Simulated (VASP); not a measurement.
# GaN (Cm) in VASP: further runs

The runs below take GaN through single point, with r2SCAN.

Everything below comes from runs of VASP 6.6.1. Logs are shortened: lines on timing, memory, paths and dates and some standing lists are left out, and cuts for length are marked.

### Step 1. The cell of the first run

Symmetry: Cm, No. 8, monoclinic system. The conventional cell has a = 5.513 Å, b = 3.183 Å, c = 5.184 Å, α = 90.00°, β = 90.00°, γ = 90.00°. Ga (site symmetry m) has 4 N at 1.95 to 2.16 Å within 2.6 Å. Ga (site symmetry m) has 4 N at 1.80 to 2.08 Å within 2.4 Å. Within 2.4 Å of N (site symmetry m) lie 4 Ga at 1.80 to 2.16 Å. Within 2.6 Å of N (site symmetry m) lie 4 Ga at 1.95 Å.

### Step 2. Single point, r2SCAN (atom 3 (N) moved by (-0.200, +0.200) A along y and z)

File POSCAR:

```
GaN
1.0
    3.1830984299      0.0000000000      0.0000000000
   -1.5915492150      2.7566441030      0.0000000000
    0.0000000000      0.0000000000      5.1835962425
Ga N
2 2
Direct
    0.3333333333      0.6666666667      0.9991101046
    0.6666666667      0.3333333333      0.4991101046
    0.2970573411      0.5941146823      0.4144731474
    0.6666666667      0.3333333333      0.8758898954
```

File INCAR.step1:

```
PREC = Accurate
ENCUT = 520
ISMEAR = 0
SIGMA = 0.05
LREAL = F
LASPH = T
NELM = 80
NBANDS = 26
GGA = PE
ALGO = Normal
EDIFF = 1E-4
LWAVE = T
LCHARG = F
```

File INCAR.step2:

```
PREC = Accurate
ENCUT = 520
EDIFF = 1E-7
ISMEAR = 0
SIGMA = 0.05
LREAL = F
LASPH = T
NELM = 80
ALGO = Normal
ISIF = 2
LWAVE = F
LCHARG = F
METAGGA = R2SCAN
LMIXTAU = T
NBANDS = 26
ISTART = 1
```

File KPOINTS:

```
regular mesh
0
Gamma
  12 12 6
```

Potentials or basis: VASP PAW PBE potentials, release 64 (Ga_d, N).

Started as:

```bash
cat potpaw_PBE.64/Ga_d/POTCAR potpaw_PBE.64/N/POTCAR > POTCAR
cp INCAR.step1 INCAR
mpirun -np 1 vasp_std > vasp.out
cp INCAR.step2 INCAR
mpirun -np 1 vasp_std > vasp.out
```

OUTCAR:

```text
PREC = Accurate
   ENCUT = 520
   EDIFF = 1E-7
   ISMEAR = 0
   LREAL = F
   LASPH = T
   NELM = 80
   ISIF = 2
   METAGGA = R2SCAN
   ISTART = 1

 ion  position               nearest neighbor table
   1  0.333  0.667  0.999-   4 1.95   4 1.95   4 1.95   3 2.16
   2  0.667  0.333  0.499-   3 1.80   3 1.80   4 1.95   3 2.08
   3  0.297  0.594  0.414-   2 1.80   2 1.80   2 2.08   1 2.16
   4  0.667  0.333  0.876-   1 1.95   1 1.95   1 1.95   2 1.95

  LATTYP: Found a hexagonal cell.
 ALAT       =     3.1830984299
 C/A-ratio  =     1.6284750084

  Lattice vectors:

 A1 = (   3.1830984299,   0.0000000000,   0.0000000000)
 A2 = (  -1.5915492150,   2.7566441030,   0.0000000000)
 A3 = (   0.0000000000,   0.0000000000,   5.1835962425)

Analysis of symmetry for initial positions (statically):
=====================================================================
 Subroutine PRICEL returns:
 Original cell was already a primitive cell.

 Routine SETGRP: Setting up the symmetry group for a
 hexagonal supercell.

 Subroutine GETGRP returns: Found  2 space group operations
 (whereof  2 operations were pure point group operations)
 out of a pool of 24 trial point group operations.

The static configuration has the point symmetry C_1h.

Analysis of symmetry for dynamics (positions and initial velocities):
=====================================================================
 Subroutine PRICEL returns:
 Original cell was already a primitive cell.

 Routine SETGRP: Setting up the symmetry group for a
 hexagonal supercell.

 Subroutine GETGRP returns: Found  2 space group operations
 (whereof  2 operations were pure point group operations)
 out of a pool of 24 trial point group operations.

The dynamic configuration has the point symmetry C_1h.

 Subroutine INISYM returns: Found  2 space group operations
 (whereof  2 operations are pure point group operations),
 and found     1 'primitive' translations

----------------------------------------------------------------------------------------

                                     Primitive cell

  volume of cell :      45.4843

  direct lattice vectors                    reciprocal lattice vectors
     3.183098430  0.000000000  0.000000000     0.314159308  0.181379961  0.000000000
    -1.591549215  2.756644103  0.000000000     0.000000000  0.362759922  0.000000000
     0.000000000  0.000000000  5.183596243     0.000000000  0.000000000  0.192916260

  length of vectors
     3.183098430  3.183098430  5.183596243     0.362759922  0.362759922  0.192916260

  position of ions in fractional coordinates (direct lattice)
     0.333333333  0.666666667  0.999110105
     0.666666667  0.333333333  0.499110105
     0.297057341  0.594114682  0.414473147
     0.666666667  0.333333333  0.875889895

  ion indices of the primitive-cell ions
   primitive index   ion index
                 1           1
                 2           2
                 3           3
                 4           4

----------------------------------------------------------------------------------------

 KPOINTS: regular mesh

Automatic generation of k-mesh.
 Grid dimensions read from file:
 generate k-points for:   12   12    6

 Generating k-lattice:

  Cartesian coordinates                     Fractional coordinates (reciprocal lattice)
     0.026179942  0.015114997  0.000000000     0.083333333  0.000000000  0.000000000
     0.000000000  0.030229994  0.000000000     0.000000000  0.083333333  0.000000000
     0.000000000  0.000000000  0.032152710     0.000000000  0.000000000  0.166666667

  Length of vectors
     0.030229994  0.030229994  0.032152710

  Shift w.r.t. Gamma in fractional coordinates (k-lattice)
     0.000000000  0.000000000  0.000000000

 Subroutine IBZKPT returns following result:
 ===========================================

 Found    242 irreducible k-points:

 Following reciprocal coordinates:
            Coordinates               Weight
  0.000000  0.000000  0.000000      1.000000
  0.083333  0.000000  0.000000      4.000000
  0.000000  0.083333  0.000000      2.000000
  0.166667  0.000000  0.000000      4.000000
  0.000000  0.166667  0.000000      2.000000
  0.250000  0.000000  0.000000      4.000000
[... 16 lines left out ...]
 -0.083333  0.416667  0.000000      4.000000
 -0.416667  0.333333  0.000000      4.000000
 [... further k-points ...]
   k-points           NKPTS =    242   k-points in BZ     NKDIM =    242   number of bands    NBANDS=     26
   number of dos      NEDOS =    301   number of ions     NIONS =      4
   total plane-waves  NPLWV =  23040
   dimension x,y,z NGX =    24 NGY =   24 NGZ =   40
   dimension x,y,z NGXF=    48 NGYF=   48 NGZF=   80
   ions per type =               2   2
   NGX,Y,Z   is equivalent  to a cutoff of  12.53, 12.53, 12.83 a.u.
   NGXF,Y,Z  is equivalent  to a cutoff of  25.07, 25.07, 25.66 a.u.
 SYSTEM =  unknown system
   PREC   = accura    normal or accurate (medium, high low for compatibility)
   ISTART =      1    job   : 0-new  1-cont  2-samecut
   ICHARG =      0    charge: 1-file 2-atom 10-const
   ISPIN  =      1    spin polarized calculation?
   LNONCOLLINEAR =      F non collinear calculations
   LSORBIT =      F    spin-orbit coupling
   LASPH  =      T    aspherical Exc in radial PAW
   ENCUT  =  520.0 eV  38.22 Ry    6.18 a.u.   5.92  5.92  9.64*2*pi/ulx,y,z
   NELM   =     80;   NELMIN=  2; NELMDL=  0     # of ELM steps
   EDIFF  = 0.1E-06   stopping-criterion for ELM
   LREAL  =      F    real-space projection
   EDIFFG = 0.1E-05   stopping-criterion for IOM
   NSW    =      0    number of steps for IOM
   IBRION =     -1    ionic relax: 0-MD 1-quasi-New 2-CG
   NFREE  =      0    steps in history (QN), initial steepest desc. (CG)
   ISIF   =      2    stress and relaxation
   ISYM   =      2    0-nonsym 1-usesym 2-fastsym
   POTIM  = 0.5000    time-step for ionic-motion
   TEBEG  =    0.0;   TEEND  =   0.0 temperature during run
   PSTRESS=    0.0 pullay stress
   NELECT =      36.0000    total number of electrons
   NUPDOWN=      -1.0000    fix difference up-down
   EMIN   =  10.00;   EMAX   =-10.00  energy-range for DOS
   EFERMI =   0.00;   METHOD = LEGACY
   ISMEAR =     0;   SIGMA  =   0.05  broadening in eV -4-tet -1-fermi 0-gaus
   EFERMI_NEDOS =   21; number of points for ismear=-14 and -15
   IALGO  =     38    algorithm
   IMIX   =      4    mixing-type and parameters
     AMIX     =   0.40;   BMIX     =  1.00
     AMIX_MAG =   1.60;   BMIX_MAG =  1.00
  volume/ion in A,a.u.               =      11.37        76.74
  Fermi-wavevector in a.u.,A,eV,Ry     =   1.514334  2.861676 31.200984  2.293208
  Thomas-Fermi vector in A             =   2.624005
   LORBIT       =      0    0 simple, 1 ext, 2 COOP (PROOUT), +10 PAW based schemes
   METAGGA = R2SCAN    functional components
   LHFCALC =     F    Hartree Fock is set to
   AEXX    =    0.0000 exact exchange contribution
   IVDW    =     0    specifies the selected vdW correction
   LEPSILON=     F    determine dielectric tensor
   LRPA    =     F    only Hartree local field effects (RPA)
 non-spin polarized calculation
 Gauss-broadening in eV      SIGMA  =   0.05
  energy-cutoff  :      520.00
  volume of cell :       45.48
 maximum number of plane-waves:      1248
   NGX = 11   NGY = 11   NGZ = 19

 number of electron      35.9999991 magnetization

 Free energy of the ion-electron system (eV)
  ---------------------------------------------------
  ext. energy  EPLUGINS =         0.00000000
  ---------------------------------------------------
  free energy    TOTEN  =       -43.20320714 eV

  energy without entropy =      -43.20320714  energy(sigma->0) =      -43.20320714

 E-fermi :   5.4135     XC(G=0): -12.6588

 val. band max:        5.2224499799   @ k =   0.0000   0.0000   0.0000
 cond. band min:       7.3818772119   @ k =   0.0000   0.0000   0.0000
 fundamental gap:      2.1594272321
 Fermi energy:         5.4135240374

 k-point     1 :       0.0000    0.0000    0.0000
  band No.  band energies     occupation
      1     -11.8633      2.00000
      2     -10.8575      2.00000
      3      -8.8344      2.00000
      4      -8.8174      2.00000
      5      -8.7493      2.00000
      6      -8.7323      2.00000
[... 18 lines left out ...]
     25      17.3155      0.00000
     26      18.4897      0.00000

 k-point     2 :       0.0833    0.0000    0.0000
  band No.  band energies     occupation
      1     -11.7882      2.00000
      2     -10.8293      2.00000
      3      -8.8297      2.00000
      4      -8.8063      2.00000
      5      -8.7459      2.00000
      6      -8.7105      2.00000
[... 18 lines left out ...]
     25      17.3254      0.00000
     26      18.2950      0.00000

 k-point     3 :       0.0000    0.0833    0.0000
  band No.  band energies     occupation
      1     -11.7992      2.00000
      2     -10.8341      2.00000
      3      -8.8234      2.00000
      4      -8.8131      2.00000
      5      -8.7323      2.00000
      6      -8.7192      2.00000
[... 18 lines left out ...]
     25      17.2906      0.00000
     26      18.6528      0.00000

 k-point     4 :       0.1667    0.0000    0.0000
  band No.  band energies     occupation
      1     -11.5801      2.00000
      2     -10.7576      2.00000
      3      -8.8072      2.00000
      4      -8.7756      2.00000
      5      -8.7231      2.00000
      6      -8.6626      2.00000
[... 18 lines left out ...]
     25      17.2617      0.00000
     26      18.4026      0.00000
[... 496 lines left out ...]
      1     -10.8980      2.00000
      2     -10.5877      2.00000
      3      -8.7390      2.00000
      4      -8.7139      2.00000
      5      -8.6078      2.00000
      6      -8.5683      2.00000
[... 18 lines left out ...]
     25      17.7427      0.00000
     26      19.4548      0.00000

 k-point    23 :      -0.0833    0.4167    0.0000
  band No.  band energies     occupation
      1     -11.0578      2.00000
      2     -10.6156      2.00000
      3      -8.7516      2.00000
      4      -8.7352      2.00000
      5      -8.6215      2.00000
      6      -8.5721      2.00000
[... 18 lines left out ...]
     25      17.5428      0.00000
     26      19.4354      0.00000

 k-point    24 :      -0.4167    0.3333    0.0000
  band No.  band energies     occupation
      1     -10.8655      2.00000
      2     -10.5768      2.00000
      3      -8.7423      2.00000
      4      -8.7046      2.00000
      5      -8.5985      2.00000
      6      -8.5585      2.00000
[... 18 lines left out ...]
     25      17.7288      0.00000
     26      19.2914      0.00000

 [... further k-points ...]

------------------------ aborting loop because EDIFF is reached ----------------------------------------

  FORCE on cell =-STRESS in cart. coord.  units (eV):
  Direction    XX          YY          ZZ          XY          YZ          ZX
  --------------------------------------------------------------------------------------
  -------------------------------------------------------------------------------------
  Total        5.3518488     -0.1614010     -0.3012420      0.0000000     -0.6112672      0.0000000
  in kB      188.5178525     -5.6853205    -10.6111928      0.0000000    -21.5317698      0.0000000
  external PRESSURE =      57.4071131 kB  Pullay stress =       0.0000000 kB

 VOLUME and BASIS-vectors are now :
 -----------------------------------------------------------------------------
  energy-cutoff  :      520.00
  volume of cell :       45.48
      direct lattice vectors                 reciprocal lattice vectors
     3.183098430  0.000000000  0.000000000     0.314159308  0.181379961  0.000000000
    -1.591549215  2.756644103  0.000000000     0.000000000  0.362759922  0.000000000
     0.000000000  0.000000000  5.183596243     0.000000000  0.000000000  0.192916260

 POSITION                                       TOTAL-FORCE (eV/Angst)
 -----------------------------------------------------------------------------------
     -0.00000      1.83776      5.17898         0.000000     -0.275863      0.557090
      1.59155      0.91888      2.58719         0.000000     -2.414559      1.215111
     -0.00000      1.63776      2.14846        -0.000000      2.815471     -3.072093
      1.59155      0.91888      4.54026         0.000000     -0.125048      1.299892
 -----------------------------------------------------------------------------------
    total drift:                               -0.000014      0.007340      0.019778

  FREE ENERGIE OF THE ION-ELECTRON SYSTEM (eV)
  ---------------------------------------------------
  free  energy   TOTEN  =       -43.2032071368 eV

  energy  without entropy=      -43.2032071368  energy(sigma->0) =      -43.20320714
```

It took 19 min on 1 thread of Oxide Virtual Turin-like, shared host; peak memory 0.31 GiB.

What came out:

* Free energy: -43.2032 eV
* Pressure: 5.7 GPa
* Largest force: 4.167 eV/Å
* Band gap on the k mesh: 2.16 eV

Forces in eV/Å, atoms in the order of the input:
```
Ga   0.000 -0.276  0.557
Ga   0.000 -2.415  1.215
N    0.000  2.815 -3.072
N    0.000 -0.125  1.300
```

Levels at points of the mesh, in eV from the valence-band top:
```tsv
k point	band 16	band 17	band 18	band 19	band 20	band 21
(0.00, 0.00, 0.00)	-0.28	-0.08	0.00	2.16	4.63	9.24
(0.50, 0.00, 0.00)	-2.91	-2.25	-1.30	5.36	5.85	6.57
(0.00, 0.50, 0.00)	-3.24	-1.54	-1.44	5.12	5.54	5.75
(0.00, 0.00, 0.50)	-0.67	-0.58	-0.26	4.56	4.66	7.75
(0.50, 0.00, 0.50)	-2.01	-1.91	-1.49	4.41	4.71	7.45
(0.00, 0.50, 0.50)	-2.22	-2.03	-1.77	4.75	5.26	6.99
```

Caveat: the cell differs from its parent crystal (atom 3 (N) moved by (-0.200, +0.200) A along y and z); the stress differs along the axes, from -1 to 19 GPa; the PAW data sets were made with another functional, which shifts forces and pressure a little.

(Part 1 of 2 ends here.)
